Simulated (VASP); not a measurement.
# Sb in VASP: a series of runs, part 2 of 2

VASP 6.6.1. The steps go on from the part before.

## Step 3: Single point, PBE (uniaxial strain along a: -4.0 %, then relaxed in part)

The input, INCAR:

```
PREC     = Accurate       # precision mode
ENCUT    = 520            # plane-wave cutoff, eV
EDIFF    = 1E-7           # SCF threshold, eV
ISMEAR   = 0              # smearing method
SIGMA    = 0.1            # smearing width, eV
LREAL    = False          # projectors in reciprocal space
LASPH    = True           # aspherical terms in the spheres
NELM     = 60             # most SCF steps
ALGO     = Normal         # electronic algorithm
ISIF     = 2              # what is computed and relaxed
LWAVE    = False          # write WAVECAR
LCHARG   = False          # write CHGCAR
GGA      = PE             # functional
NBANDS   = 12             # bands
```

The input, KPOINTS:

```
regular mesh
0
Gamma
  14 10 10
```

The input, POSCAR:

```
Sb
1.0
    2.9860588480      0.0000000000      0.0000188661
    0.0000000000      4.4122682843      0.0000000000
   -0.0090883175      0.0000000000      4.4118482776
Sb
2
Direct
   -0.0000000450      0.7500000000      0.7499961250
    1.0000000450      0.2500000000      0.2500038750
```

Potentials or basis: VASP PAW PBE potentials, release 64 (Sb).

Launch:

```console
> cat potpaw_PBE.64/Sb/POTCAR > POTCAR
> mpirun -np 1 vasp_std > vasp.out
```

OUTCAR:

```text
PREC = Accurate
   ENCUT = 520
   EDIFF = 1E-7
   ISMEAR = 0
   LREAL = False
   LASPH = True
   NELM = 60
   ISIF = 2
   GGA = PE

 ion  position               nearest neighbor table
   1  1.000  0.750  0.750-   2 3.12   2 3.12   2 3.12   2 3.12
   2  0.000  0.250  0.250-   1 3.12   1 3.12   1 3.12   1 3.12

  LATTYP: Found a simple monoclinic cell.
 ALAT       =     2.9860588481
 B/A-ratio  =     1.4776226822
 C/A-ratio  =     1.4774851612
 COS(beta)  =    -0.0020536572

  Lattice vectors:

 A1 = (   2.9860588480,   0.0000000000,   0.0000188661)
 A2 = (   0.0000000000,   4.4122682843,   0.0000000000)
 A3 = (  -0.0090883175,   0.0000000000,   4.4118482776)

Analysis of symmetry for initial positions (statically):
=====================================================================
 Subroutine PRICEL returns:
 Original cell was already a primitive cell.

 Routine SETGRP: Setting up the symmetry group for a
 simple monoclinic supercell.

 Subroutine GETGRP returns: Found  4 space group operations
 (whereof  2 operations were pure point group operations)
 out of a pool of  4 trial point group operations.

The static configuration has the point symmetry S_2 .
[... 177 lines left out ...]
      5       9.4790      0.00000
      6      10.3744      0.00000
      7      10.3749      0.00000
      8      11.6778      0.00000
      9      14.1182      0.00000
     10      14.4431      0.00000
     11      15.6578      0.00000
     12      16.1869      0.00000
[... 331 lines left out ...]
 k-point    24 :       0.5000    0.2000    0.0000
  band No.  band energies     occupation
      1      -1.9256      2.00000
      2       1.8999      2.00000
      3       1.9969      2.00000
      4       4.8744      2.00000
      5       6.3889      2.00000
      6       6.9371      2.00000
      7      11.2938      0.00000
      8      11.7485      0.00000
      9      11.8791      0.00000
     10      12.4200      0.00000
     11      13.5585      0.00000
     12      15.6084      0.00000

 [... further k-points ...]

------------------------ aborting loop because EDIFF is reached ----------------------------------------

  FORCE on cell =-STRESS in cart. coord.  units (eV):
  Direction    XX          YY          ZZ          XY          YZ          ZX
  --------------------------------------------------------------------------------------
  -------------------------------------------------------------------------------------
  Total        2.5084363     -0.0058040     -0.0052958      0.0000000      0.0000000      0.0117742
  in kB       69.1405474     -0.1599755     -0.1459687      0.0000000      0.0000000      0.3245344
  external PRESSURE =      22.9448677 kB  Pullay stress =       0.0000000 kB

 VOLUME and BASIS-vectors are now :
 -----------------------------------------------------------------------------
  energy-cutoff  :      520.00
  volume of cell :       58.13
      direct lattice vectors                 reciprocal lattice vectors
     2.986058848  0.000000000  0.000018866     0.334889578  0.000000000  0.000689866
     0.000000000  4.412268284  0.000000000     0.000000000  0.226640797  0.000000000
    -0.009088318  0.000000000  4.411848278    -0.000001432  0.000000000  0.226662370

 POSITION                                       TOTAL-FORCE (eV/Angst)
 -----------------------------------------------------------------------------------
      2.97924      3.30920      3.30889         0.000000      0.000000      0.000070
     -0.00227      1.10307      1.10298        -0.000000     -0.000000     -0.000070
 -----------------------------------------------------------------------------------
    total drift:                               -0.000000     -0.000000     -0.000000

  FREE ENERGIE OF THE ION-ELECTRON SYSTEM (eV)
  ---------------------------------------------------
  free  energy   TOTEN  =        -8.1418352719 eV

  energy  without entropy=       -8.1371634836  energy(sigma->0) =       -8.13949938
```

OSZICAR:

```text
N       E                     dE             d eps       ncg     rms          rms(c)
DAV:   1     0.320290864939E+02    0.32029E+02   -0.35327E+03 10368   0.657E+02
DAV:   2    -0.644610072422E+01   -0.38475E+02   -0.37151E+02 13852   0.103E+02
DAV:   3    -0.812000465697E+01   -0.16739E+01   -0.16454E+01 12772   0.241E+01
DAV:   4    -0.813374670733E+01   -0.13742E-01   -0.13738E-01 11832   0.264E+00
DAV:   5    -0.813391124896E+01   -0.16454E-03   -0.16454E-03 12512   0.310E-01    0.290E+00
DAV:   6    -0.813839052305E+01   -0.44793E-02   -0.13941E-03 11928   0.260E-01    0.173E+00
DAV:   7    -0.814168349089E+01   -0.32930E-02   -0.31693E-03 11556   0.391E-01    0.813E-02
DAV:   8    -0.814182672121E+01   -0.14323E-03   -0.18372E-04 12324   0.872E-02    0.180E-02
DAV:   9    -0.814183410769E+01   -0.73865E-05   -0.93050E-06 12024   0.190E-02    0.630E-03
DAV:  10    -0.814183523702E+01   -0.11293E-05   -0.14621E-06 12096   0.650E-03    0.102E-03
DAV:  11    -0.814183527193E+01   -0.34917E-07   -0.11418E-07 10348   0.199E-03
   1 F= -.81418353E+01 E0= -.81394994E+01  d E =-.467179E-02
```

stdout:

```text
POSCAR found type information on POSCAR Sb
 POSCAR found :  1 types and       2 ions
 scaLAPACK will be used
 LDA part: xc-table for (Slater+PW92), standard interpolation
 POSCAR, INCAR and KPOINTS ok, starting setup
 FFT: planning ... GRIDC
 FFT: planning ... GRID_SOFT
 FFT: planning ... GRID
 WAVECAR not read
 entering main loop
```

Run time: 4 min. Hardware: 1 thread of Intel Xeon 8259CL, shared host; peak memory 0.38 GiB.

Results:

- Free energy: -8.1418 eV
- Pressure: 2.3 GPa
- Band gap on the k mesh: zero (bands 5 and 6 overlap by 8.27 eV)

Levels at points of the mesh, in eV from the Fermi level:
```csv
k point,band 1,band 2,band 3,band 4,band 5,band 6,band 7,band 8,band 9,band 10
"(0.00, 0.00, 0.00)",-12.59,-7.80,-3.73,-3.73,2.03,2.92,2.92,4.23,6.67,6.99
"(0.50, 0.00, 0.00)",-9.67,-5.82,-4.34,-2.09,-1.43,-1.43,4.71,4.71,5.05,5.34
"(0.00, 0.50, 0.00)",-10.87,-10.87,-1.59,-1.59,-1.20,-1.20,5.86,5.86,7.91,7.91
"(0.50, 0.50, 0.00)",-7.90,-7.90,-4.27,-4.27,0.79,0.79,1.68,1.68,5.41,5.41
"(0.00, 0.00, 0.50)",-10.87,-10.87,-1.59,-1.59,-1.21,-1.21,5.86,5.86,7.91,7.91
"(0.50, 0.00, 0.50)",-7.89,-7.89,-4.27,-4.27,0.79,0.79,1.68,1.68,5.41,5.41
"(0.00, 0.50, 0.50)",-10.26,-10.26,-5.72,-5.72,4.85,4.85,6.19,6.19,8.99,8.99
"(0.50, 0.50, 0.50)",-7.15,-7.15,-3.89,-3.89,-3.30,-3.30,2.15,2.15,7.32,7.32
```

Caveat: the cell differs from its parent crystal (uniaxial strain along a: -4.0 %, then relaxed in part); the stress differs along the axes, from -0 to 7 GPa; spin-orbit coupling is left out, which moves the levels of the heavy elements.

## Step 4: Single point, PBE (uniaxial strain along a: -6.0 %)

The input, INCAR:

```
  ALGO = Normal
  EDIFF = 1E-6
  ENCUT = 520
  GGA = PE
  ISIF = 2
  ISMEAR = 0
  LASPH = True
  LCHARG = False
  LREAL = False
  LWAVE = False
  NBANDS = 12
  NELM = 80
  PREC = Accurate
  SIGMA = 0.1
```

The input, KPOINTS:

```
k-points
0
Gamma
  14 10 10
```

The input, POSCAR:

```
Sb
1.0
    2.9238492888      0.0000000000      0.0000000000
    0.0000000000      4.4623702285      0.0000000000
   -0.0089264397      0.0000000000      4.4610537465
Sb
2
Direct
   -0.0000000450      0.7500000000      0.7499961250
    1.0000000450      0.2500000000      0.2500038750
```

Launch:

```console
> cat potpaw_PBE.64/Sb/POTCAR > POTCAR
> mpirun -np 1 vasp_std > vasp.out
```

Wall time 3.9 min (1 thread of Intel Xeon 8259CL, shared host); peak memory 0.38 GiB.

The run converged. Its results:

| Property | Result |
| --- | --- |
| Free energy | -8.0665 eV |
| Pressure | 2.8 GPa |
| Band gap on the k mesh | zero (bands 5 and 6 overlap by 7.77 eV) |

Stress tensor (GPa, compression positive):
```
11.11  0.00  0.03
 0.00 -1.36  0.00
 0.03  0.00 -1.36
```

Levels at points of the mesh, in eV from the Fermi level:
```csv
k point,band 3,band 4,band 5,band 6,band 7,band 8
"(0.00, 0.00, 0.00)",-3.76,-3.76,2.01,2.63,2.64,4.93
"(0.50, 0.00, 0.00)",-4.28,-2.38,-1.22,-1.22,4.68,4.68
"(0.00, 0.50, 0.00)",-1.69,-1.69,-1.38,-1.38,6.50,6.50
"(0.50, 0.50, 0.00)",-4.38,-4.38,0.93,0.93,1.76,1.76
"(0.00, 0.00, 0.50)",-1.69,-1.69,-1.38,-1.38,6.50,6.50
"(0.50, 0.00, 0.50)",-4.38,-4.38,0.93,0.93,1.76,1.76
"(0.00, 0.50, 0.50)",-5.66,-5.66,4.44,4.44,6.80,6.80
"(0.50, 0.50, 0.50)",-4.05,-4.05,-3.00,-3.00,2.23,2.23
```

Caveat: the cell differs from its parent crystal (uniaxial strain along a: -6.0 %); the stress differs along the axes, from -1 to 11 GPa; spin-orbit coupling is left out, which moves the levels of the heavy elements.

## Step 5: Single point, PBE (uniaxial strain along a: -4.0 %)

The input, INCAR:

```
SYSTEM = Sb
  PREC = Accurate
  ENCUT = 520
  EDIFF = 1E-6
  ISMEAR = 0
  SIGMA = 0.1
  LREAL = .False.
  LASPH = .True.
  NELM = 80
  ALGO = Normal
  ISIF = 2
  LWAVE = .False.
  LCHARG = .False.
  GGA = PE
  NBANDS = 12
```

The input, KPOINTS:

```
Automatic mesh
0
Gamma
  14 10 10
  0 0 0
```

The input, POSCAR:

```
Sb
1.0
    2.9860588481      0.0000000000      0.0000000000
    0.0000000000      4.4403881092      0.0000000000
   -0.0091163639      0.0000000000      4.4390781122
Sb
2
Direct
   -0.0000047910      0.7500000000      0.7499784788
    1.0000047910      0.2500000000      0.2500215212
```

Launch:

```console
> cat potpaw_PBE.64/Sb/POTCAR > POTCAR
> mpirun -np 1 vasp_std > vasp.out
```

Run time: 3.8 min. Hardware: 1 thread of Intel Xeon 8259CL, shared host; peak memory 0.38 GiB.

The run converged. Its results:

| Property | Result |
| --- | --- |
| Free energy | -8.1395 eV |
| Pressure | 1.6 GPa |
| Band gap on the k mesh | zero (bands 5 and 6 overlap by 8.09 eV) |

Stress tensor (GPa, compression positive):
```
 6.73  0.00  0.04
 0.00 -0.98  0.00
 0.04  0.00 -0.97
```

Levels at points of the mesh, in eV from the Fermi level:
| k point | band 2 | band 3 | band 4 | band 5 | band 6 | band 7 | band 8 | band 9 |
| --- | --- | --- | --- | --- | --- | --- | --- | --- |
| (0.00, 0.00, 0.00) | -7.85 | -3.68 | -3.67 | 2.07 | 2.84 | 2.84 | 4.32 | 6.62 |
| (0.50, 0.00, 0.00) | -5.74 | -4.40 | -2.12 | -1.37 | -1.36 | 4.72 | 4.72 | 5.11 |
| (0.00, 0.50, 0.00) | -10.81 | -1.57 | -1.57 | -1.22 | -1.22 | 5.91 | 5.91 | 7.86 |
| (0.50, 0.50, 0.00) | -7.82 | -4.22 | -4.22 | 0.81 | 0.81 | 1.65 | 1.65 | 5.41 |
| (0.00, 0.00, 0.50) | -10.81 | -1.57 | -1.57 | -1.23 | -1.23 | 5.91 | 5.91 | 7.86 |
| (0.50, 0.00, 0.50) | -7.82 | -4.22 | -4.22 | 0.81 | 0.81 | 1.65 | 1.65 | 5.41 |
| (0.00, 0.50, 0.50) | -10.23 | -5.62 | -5.62 | 4.71 | 4.71 | 6.22 | 6.22 | 8.93 |
| (0.50, 0.50, 0.50) | -7.12 | -3.86 | -3.86 | -3.19 | -3.19 | 2.21 | 2.21 | 7.17 |

Caveat: the cell differs from its parent crystal (uniaxial strain along a: -4.0 %); the stress differs along the axes, from -1 to 7 GPa; spin-orbit coupling is left out, which moves the levels of the heavy elements.

## Step 6: Single point, PBE (uniaxial strain along a: -2.0 %, then relaxed in part)

The input, INCAR:

```
ALGO = Normal ; EDIFF = 1E-7
ENCUT = 520 ; GGA = PE
ISIF = 2 ; ISMEAR = 0
LASPH = True ; LCHARG = False
LREAL = False ; LWAVE = False
NBANDS = 12 ; NELM = 100
PREC = Accurate ; SIGMA = 0.1
```

The input, KPOINTS:

```
k-points
0
Gamma
  14 10 10
```

The input, POSCAR:

```
Sb
1.0
    3.0482684074      0.0000000000      0.0000117259
    0.0000000000      4.4014902928      0.0000000000
   -0.0092892967      0.0000000000      4.4010022802
Sb
2
Direct
   -0.0000047910      0.7500000000      0.7499784788
    1.0000047910      0.2500000000      0.2500215212
```

Potentials or basis: VASP PAW PBE potentials, release 64 (Sb).

Launch:

```console
> cat potpaw_PBE.64/Sb/POTCAR > POTCAR
> mpirun -np 1 vasp_std > vasp.out
```

OUTCAR:

```text
EDIFF = 1E-7
   ENCUT = 520
   GGA = PE
   ISIF = 2
   ISMEAR = 0
   LASPH = True
   LREAL = False
   NELM = 100
   PREC = Accurate

 ion  position               nearest neighbor table
   1  1.000  0.750  0.750-   2 3.11   2 3.11   2 3.11   2 3.11
   2  0.000  0.250  0.250-   1 3.11   1 3.11   1 3.11   1 3.11

  LATTYP: Found a simple monoclinic cell.
 ALAT       =     3.0482684074
 B/A-ratio  =     1.4439313422
 C/A-ratio  =     1.4437744632
 COS(beta)  =    -0.0021068716

  Lattice vectors:

 A1 = (   3.0482684074,   0.0000000000,   0.0000117259)
 A2 = (   0.0000000000,   4.4014902928,   0.0000000000)
 A3 = (  -0.0092892967,   0.0000000000,   4.4010022802)

Analysis of symmetry for initial positions (statically):
=====================================================================
 Subroutine PRICEL returns:
 Original cell was already a primitive cell.

 Routine SETGRP: Setting up the symmetry group for a
 simple monoclinic supercell.

 Subroutine GETGRP returns: Found  4 space group operations
 (whereof  2 operations were pure point group operations)
 out of a pool of  4 trial point group operations.

[... 177 lines left out ...]
      3       3.6429      2.00000
      4       3.6441      2.00000
      5       9.3745      0.00000
      6      10.3609      0.00000
      7      10.3615      0.00000
      8      10.9627      0.00000
      9      14.0565      0.00000
     10      14.2712      0.00000
     11      14.9653      0.00000
     12      15.6630      0.00000
[... 331 lines left out ...]
 k-point    24 :       0.5000    0.2000    0.0000
  band No.  band energies     occupation
      1      -2.2723      2.00000
      2       1.6781      2.00000
      3       1.8572      2.00000
      4       4.9179      2.00000
      5       6.0971      2.00000
      6       6.6456      2.00000
      7      11.0339      0.00000
      8      11.4869      0.00000
      9      11.7498      0.00000
     10      12.2982      0.00000
     11      13.2598      0.00000
     12      15.5461      0.00000

 [... further k-points ...]

------------------------ aborting loop because EDIFF is reached ----------------------------------------

  FORCE on cell =-STRESS in cart. coord.  units (eV):
  Direction    XX          YY          ZZ          XY          YZ          ZX
  --------------------------------------------------------------------------------------
  -------------------------------------------------------------------------------------
  Total        1.2077002     -0.0109971     -0.0101348      0.0000000      0.0000000      0.0052779
  in kB       32.7691505     -0.2983887     -0.2749922      0.0000000      0.0000000      0.1432072
  external PRESSURE =      10.7319232 kB  Pullay stress =       0.0000000 kB

 VOLUME and BASIS-vectors are now :
 -----------------------------------------------------------------------------
  energy-cutoff  :      520.00
  volume of cell :       59.05
      direct lattice vectors                 reciprocal lattice vectors
     3.048268407  0.000000000  0.000011726     0.328055098  0.000000000  0.000692433
     0.000000000  4.401490293  0.000000000     0.000000000  0.227195775  0.000000000
    -0.009289297  0.000000000  4.401002280    -0.000000874  0.000000000  0.227220967

 POSITION                                       TOTAL-FORCE (eV/Angst)
 -----------------------------------------------------------------------------------
      3.04129      3.30112      3.30067         0.000017      0.000000      0.000346
     -0.00231      1.10037      1.10035        -0.000017      0.000000     -0.000346
 -----------------------------------------------------------------------------------
    total drift:                               -0.000000      0.000000     -0.000000

  FREE ENERGIE OF THE ION-ELECTRON SYSTEM (eV)
  ---------------------------------------------------
  free  energy   TOTEN  =        -8.1791793315 eV

  energy  without entropy=       -8.1730173458  energy(sigma->0) =       -8.17609834
```

It took 4.1 min on 1 thread of Intel Xeon 8259CL, shared host; peak memory 0.39 GiB.

Results:

* Free energy: -8.1792 eV
* Pressure: 1.1 GPa
* Band gap on the k mesh: zero (bands 5 and 6 overlap by 8.48 eV)

Stress tensor (GPa, compression positive):
```
 3.28  0.00  0.01
 0.00 -0.03  0.00
 0.01  0.00 -0.03
```

Caveat: the cell differs from its parent crystal (uniaxial strain along a: -2.0 %, then relaxed in part); spin-orbit coupling is left out, which moves the levels of the heavy elements.

## Step 7: Summary

```tsv
cell	gap on the mesh (eV)	pressure (GPa)
a = 2.924, b = 4.419, c = 4.418 Å, angles 90.0, 90.1, 90.0°, 2 atoms	none	3.9
a = 2.986, b = 4.412, c = 4.412 Å, angles 90.0, 90.1, 90.0°, 2 atoms	none	2.3
a = 2.924, b = 4.462, c = 4.461 Å, angles 90.0, 90.1, 90.0°, 2 atoms	none	2.8
a = 2.986, b = 4.440, c = 4.439 Å, angles 90.0, 90.1, 90.0°, 2 atoms	none	1.6
a = 3.048, b = 4.401, c = 4.401 Å, angles 90.0, 90.1, 90.0°, 2 atoms	none	1.1
```

Alike in all rows: task single point; level PBE; potentials or basis VASP PAW PBE potentials, release 64 (Sb); no spin polarisation; k mesh 14 × 10 × 10; cutoff (eV) 520; smearing gaussian 0.1 eV.

Caveats: spin-orbit coupling is left out, which moves the levels of the heavy elements; the stress differs along the axes, from -0 to 12 GPa (at least some runs); the stress differs along the axes, from -0 to 7 GPa (at least some runs); the stress differs along the axes, from -1 to 11 GPa (at least some runs); the stress differs along the axes, from -1 to 7 GPa (at least some runs).

Total energies depend on the potentials used, so only differences within one code and one set of settings carry meaning.
